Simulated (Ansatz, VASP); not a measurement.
**Two plane-wave programs on GeW**

```
CELL_PARAMETERS angstrom
3.13472 0.00000 0.00000
0.00000 3.13472 0.00000
0.00000 0.00000 3.13472
ATOMIC_POSITIONS crystal
Ge 0.00000 0.00000 0.00000
W 0.50000 0.50000 0.50000
```

Alike in both runs: functional PBE; k mesh 18 × 18 × 18; occupations gaussian, width 0.1 eV; no spin polarisation.

Ansatz relaxed the structure, and its values are those at the end. VASP's run is a single point on that final structure, the one shown.

```csv
,VASP,Ansatz
version,VASP 6.6.1,Ansatz 0.2.0
potentials or method,"VASP PAW PBE potentials, release 64 (Ge_d, W_sv), cutoff 520 eV","scalar-relativistic, plane waves, PAW"
valence electrons in the cell,28,28
```

|  | VASP | Ansatz | Ansatz less VASP |
| --- | --- | --- | --- |
| gap on the k mesh at the Fermi level (eV) | none | none | - |
| pressure (GPa) | 0.3 | 0.0 | -0.31 |

A gap of «none» marks a metal or a gap that the smearing closes.

Neither program's run includes spin-orbit coupling.
